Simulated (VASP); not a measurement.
# Sn (Fd-3m) in VASP: further runs

Sn is run at these levels: LDA; tasks: single point.

Everything below comes from runs of VASP 6.6.1. Logs are shortened: lines on timing, memory, paths and dates and some standing lists are left out, and cuts for length are marked.

## 1. The cell of the first run

Symmetry: Fd-3m, No. 227, cubic system. Conventional cell: a = 6.448 Å, b = 6.448 Å, c = 6.448 Å, α = 90.00°, β = 90.00°, γ = 90.00°. Within 3.7 Å of Sn (site symmetry -43m) lie 4 Sn at 2.79 Å.

## 2. Single point, LDA (volume scaled by 0.98)

INCAR

```
ALGO = Normal ; EDIFF = 1E-6
ENCUT = 520 ; GGA = CA
ISIF = 2 ; ISMEAR = -1
LASPH = T ; LCHARG = T
LELF = T ; LREAL = F
LVHAR = T ; LWAVE = F
NBANDS = 21 ; NELM = 60
PREC = Accurate ; SIGMA = 0.03
```

KPOINTS

```
k-points
0
Gamma
  9 9 9
```

POSCAR

```
Sn
1.0
    0.0000000000      3.2238167933      3.2238167933
    3.2238167933      0.0000000000      3.2238167933
    3.2238167933      3.2238167933      0.0000000000
Sn
2
Direct
    0.5000000000      0.5000000000      0.5000000000
    0.7500000000      0.7500000000      0.7500000000
```

Potentials or basis: VASP PAW LDA potentials, release 64 (Sn_d).

Command:

```bash
$ cat potpaw_LDA.64/Sn_d/POTCAR > POTCAR
$ mpirun -np 1 vasp_std > vasp.out
```

OUTCAR:

```text
EDIFF = 1E-6
   ENCUT = 520
   GGA = CA
   ISIF = 2
   ISMEAR = -1
   LASPH = T
   LREAL = F
   NELM = 60
   PREC = Accurate

 ion  position               nearest neighbor table
   1  0.500  0.500  0.500-   2 2.79   2 2.79   2 2.79   2 2.79
   2  0.750  0.750  0.750-   1 2.79   1 2.79   1 2.79   1 2.79

  LATTYP: Found a face centered cubic cell.
 ALAT       =     6.4476335866

  Lattice vectors:

 A1 = (   0.0000000000,   3.2238167933,   3.2238167933)
 A2 = (   3.2238167933,   0.0000000000,   3.2238167933)
 A3 = (   3.2238167933,   3.2238167933,   0.0000000000)

Analysis of symmetry for initial positions (statically):
=====================================================================
 Subroutine PRICEL returns:
 Original cell was already a primitive cell.

 Routine SETGRP: Setting up the symmetry group for a
 face centered cubic supercell.

 Subroutine GETGRP returns: Found 48 space group operations
 (whereof 24 operations were pure point group operations)
 out of a pool of 48 trial point group operations.

The static configuration has the point symmetry T_d .
 The point group associated with its full space group is O_h .

Analysis of symmetry for dynamics (positions and initial velocities):
=====================================================================
 Subroutine PRICEL returns:
 Original cell was already a primitive cell.

 Routine SETGRP: Setting up the symmetry group for a
 face centered cubic supercell.

 Subroutine GETGRP returns: Found 48 space group operations
 (whereof 24 operations were pure point group operations)
 out of a pool of 48 trial point group operations.

The dynamic configuration has the point symmetry T_d .
 The point group associated with its full space group is O_h .

 Subroutine INISYM returns: Found 48 space group operations
 (whereof 24 operations are pure point group operations),
 and found     1 'primitive' translations

----------------------------------------------------------------------------------------

                                     Primitive cell

[... 74 lines left out ...]
   total plane-waves  NPLWV =  46656
   dimension x,y,z NGX =    36 NGY =   36 NGZ =   36
   dimension x,y,z NGXF=    72 NGYF=   72 NGZF=   72
   ions per type =               2
   NGX,Y,Z   is equivalent  to a cutoff of  13.13, 13.13, 13.13 a.u.
   NGXF,Y,Z  is equivalent  to a cutoff of  26.25, 26.25, 26.25 a.u.
 SYSTEM =  unknown system
   PREC   = accura    normal or accurate (medium, high low for compatibility)
   ISTART =      0    job   : 0-new  1-cont  2-samecut
   ICHARG =      2    charge: 1-file 2-atom 10-const
   ISPIN  =      1    spin polarized calculation?
   LNONCOLLINEAR =      F non collinear calculations
   LSORBIT =      F    spin-orbit coupling
   LASPH  =      T    aspherical Exc in radial PAW
   ENCUT  =  520.0 eV  38.22 Ry    6.18 a.u.   8.48  8.48  8.48*2*pi/ulx,y,z
   NELM   =     60;   NELMIN=  2; NELMDL= -5     # of ELM steps
   EDIFF  = 0.1E-05   stopping-criterion for ELM
   LREAL  =      F    real-space projection
   EDIFFG = 0.1E-04   stopping-criterion for IOM
   NSW    =      0    number of steps for IOM
   IBRION =     -1    ionic relax: 0-MD 1-quasi-New 2-CG
   NFREE  =      0    steps in history (QN), initial steepest desc. (CG)
   ISIF   =      2    stress and relaxation
   ISYM   =      2    0-nonsym 1-usesym 2-fastsym
   POTIM  = 0.5000    time-step for ionic-motion
   TEBEG  =    0.0;   TEEND  =   0.0 temperature during run
   PSTRESS=    0.0 pullay stress
   NELECT =      28.0000    total number of electrons
   NUPDOWN=      -1.0000    fix difference up-down
   EMIN   =  10.00;   EMAX   =-10.00  energy-range for DOS
   EFERMI =   0.00;   METHOD = LEGACY
   ISMEAR =    -1;   SIGMA  =   0.03  broadening in eV -4-tet -1-fermi 0-gaus
   EFERMI_NEDOS =   21; number of points for ismear=-14 and -15
   IALGO  =     38    algorithm
   IMIX   =      4    mixing-type and parameters
     AMIX     =   0.40;   BMIX     =  1.00
     AMIX_MAG =   1.60;   BMIX_MAG =  1.00
  volume/ion in A,a.u.               =      33.51       226.10
  Fermi-wavevector in a.u.,A,eV,Ry     =   1.223903  2.312842 20.380706  1.497940
  Thomas-Fermi vector in A             =   2.358997
   LORBIT       =      0    0 simple, 1 ext, 2 COOP (PROOUT), +10 PAW based schemes
   GGA     = CA    functional components
   LHFCALC =     F    Hartree Fock is set to
   AEXX    =    0.0000 exact exchange contribution
   IVDW    =     0    specifies the selected vdW correction
   LEPSILON=     F    determine dielectric tensor
   LRPA    =     F    only Hartree local field effects (RPA)
 non-spin polarized calculation
  energy-cutoff  :      520.00
  volume of cell :       67.01
 maximum number of plane-waves:      1829
 NGX is ok and might be reduce to    36
   NGX = 17   NGY = 17   NGZ = 17

 number of electron      28.0000011 magnetization

 Free energy of the ion-electron system (eV)
  ---------------------------------------------------
  ext. energy  EPLUGINS =         0.00000000
  ---------------------------------------------------
  free energy    TOTEN  =        -8.93621513 eV

  energy without entropy =       -8.93545789  energy(sigma->0) =       -8.93583651

 E-fermi :   5.5154     XC(G=0):  -9.2778

 val. band max:        5.4216814156   @ k =   0.1111   0.0000   0.0000
 cond. band min:       5.5338309874   @ k =   0.4444   0.0000   0.0000
 fundamental gap:      0.1121495718
 Fermi energy:         5.5153629531

 k-point     1 :       0.0000    0.0000    0.0000
  band No.  band energies     occupation
      1     -16.0770      2.00000
      2     -16.0770      2.00000
      3     -16.0770      2.00000
      4     -16.0128      2.00000
      5     -16.0128      2.00000
      6     -15.6841      2.00000
[... 565 lines left out ...]
     20      15.4789      0.00000
     21      15.8819      0.00000

 [... further k-points ...]
[... 5 lines left out ...]
  --------------------------------------------------------------------------------------
  -------------------------------------------------------------------------------------
  Total        0.2365867      0.2365867      0.2365867      0.0000000      0.0000000     -0.0000000
  in kB        5.6566580      5.6566580      5.6566580      0.0000000      0.0000000     -0.0000000
  external PRESSURE =       5.6566580 kB  Pullay stress =       0.0000000 kB

 VOLUME and BASIS-vectors are now :
 -----------------------------------------------------------------------------
  energy-cutoff  :      520.00
  volume of cell :       67.01
      direct lattice vectors                 reciprocal lattice vectors
     0.000000000  3.223816793  3.223816793    -0.155095662  0.155095662  0.155095662
     3.223816793  0.000000000  3.223816793     0.155095662 -0.155095662  0.155095662
     3.223816793  3.223816793  0.000000000     0.155095662  0.155095662 -0.155095662

 POSITION                                       TOTAL-FORCE (eV/Angst)
 -----------------------------------------------------------------------------------
      3.22382      3.22382      3.22382        -0.000000     -0.000000     -0.000000
      4.83573      4.83573      4.83573         0.000000      0.000000      0.000000
 -----------------------------------------------------------------------------------
    total drift:                                0.000000      0.000000      0.000000

  FREE ENERGIE OF THE ION-ELECTRON SYSTEM (eV)
  ---------------------------------------------------
  free  energy   TOTEN  =        -8.9362151338 eV

  energy  without entropy=       -8.9354578880  energy(sigma->0) =       -8.93583651
```

Wall time 42 s (1 thread of Intel Xeon Platinum 8375C at 2.90GHz (Ice Lake), shared host); peak memory 0.18 GiB.

What came out:

| Property | Result |
| --- | --- |
| Free energy | -8.9362 eV |
| Pressure | 0.6 GPa |
| Band gap on the k mesh | zero (band 14 reaches 5.66 eV, above the bottom of band 15 at 5.53 eV) |

Caveat: spin-orbit coupling is left out, which moves the levels of the heavy elements.

## 3. Single point, LDA (volume scaled by 1.01)

INCAR

```
PREC     = Accurate       # precision mode
ENCUT    = 520            # plane-wave cutoff, eV
EDIFF    = 1E-6           # SCF threshold, eV
ISMEAR   = -1             # smearing method
SIGMA    = 0.03           # smearing width, eV
LREAL    = False          # projectors in reciprocal space
LASPH    = True           # aspherical terms in the spheres
NELM     = 100            # most SCF steps
ALGO     = Normal         # electronic algorithm
ISIF     = 2              # what is computed and relaxed
LWAVE    = False          # write WAVECAR
LCHARG   = False          # write CHGCAR
NBANDS   = 21             # bands
```

KPOINTS

```
regular mesh
0
Gamma
  9 9 9
```

POSCAR

```
Sn
1.0
    0.0000000000      3.2563828035      3.2563828035
    3.2563828035      0.0000000000      3.2563828035
    3.2563828035      3.2563828035      0.0000000000
Sn
2
Direct
    0.5000000000      0.5000000000      0.5000000000
    0.7500000000      0.7500000000      0.7500000000
```

Potentials or basis: VASP PAW LDA potentials, release 64 (Sn_d).

Command:

```bash
$ cat potpaw_LDA.64/Sn_d/POTCAR > POTCAR
$ mpirun -np 1 vasp_std > vasp.out
```

Run time: 36 s. Hardware: 1 thread of Intel Xeon Platinum 8375C at 2.90GHz (Ice Lake), shared host; peak memory 0.18 GiB.

Results (log left out):

```
Free energy            : -8.9352 eV
Pressure               : -0.8 GPa
Band gap on the k mesh : zero (band 14 reaches 5.34 eV, above the bottom of band 15 at 5.15 eV)
```

Levels at points of the mesh, in eV from the Fermi level:
| k point | band 10 | band 11 | band 12 | band 13 | band 14 | band 15 | band 16 | band 17 | band 18 | band 19 |
| --- | --- | --- | --- | --- | --- | --- | --- | --- | --- | --- |
| (0.00, 0.00, 0.00) | -21.13 | -10.49 | -0.78 | 0.18 | 0.18 | 0.18 | 2.23 | 2.23 | 2.23 | 4.94 |

Caveat: spin-orbit coupling is left out, which moves the levels of the heavy elements.

## 4. Single point, LDA (volume scaled by 1.04)

INCAR

```
  ALGO = Normal
  EDIFF = 1E-6
  ENCUT = 520
  ISIF = 2
  ISMEAR = -1
  LASPH = T
  LCHARG = T
  LELF = T
  LREAL = F
  LVHAR = T
  LWAVE = F
  NBANDS = 21
  NELM = 60
  PREC = Accurate
  SIGMA = 0.03
```

KPOINTS

```
k-points
0
Gamma
  9 9 9
```

POSCAR

```
Sn
1.0
    0.0000000000      3.2883101610      3.2883101610
    3.2883101610      0.0000000000      3.2883101610
    3.2883101610      3.2883101610      0.0000000000
Sn
2
Direct
    0.5000000000      0.5000000000      0.5000000000
    0.7500000000      0.7500000000      0.7500000000
```

Command:

```bash
$ cat potpaw_LDA.64/Sn_d/POTCAR > POTCAR
$ mpirun -np 1 vasp_std > vasp.out
```

Run time: 44 s. Hardware: 1 thread of Intel Xeon Platinum 8375C at 2.90GHz (Ice Lake), shared host; peak memory 0.19 GiB.

Results (log left out):

- Free energy: -8.9186 eV
- Pressure: -1.9 GPa
- Band gap on the k mesh: zero (band 14 reaches 5.04 eV, above the bottom of band 15 at 4.79 eV)

Levels at points of the mesh, in eV from the Fermi level:
| k point | band 12 | band 13 | band 14 | band 15 | band 16 | band 17 |
| --- | --- | --- | --- | --- | --- | --- |
| (0.00, 0.00, 0.00) | -0.97 | 0.19 | 0.19 | 0.19 | 2.24 | 2.24 |

Caveat: spin-orbit coupling is left out, which moves the levels of the heavy elements.

## 5. Summary

```tsv
cell	gap on the mesh (eV)	pressure (GPa)
a = 4.559 Å, angles 60.0°, 2 atoms	none	0.6
a = 4.605 Å, angles 60.0°, 2 atoms	none	-0.8
a = 4.650 Å, angles 60.0°, 2 atoms	none	-1.9
```

Alike in all rows: task single point; level LDA; potentials or basis VASP PAW LDA potentials, release 64 (Sn_d); no spin polarisation; k mesh 9 × 9 × 9; cutoff (eV) 520; smearing fermi-dirac 0.03 eV.

Caveats: spin-orbit coupling is left out, which moves the levels of the heavy elements.

Total energies depend on the potentials used, so only differences within one code and one set of settings carry meaning.
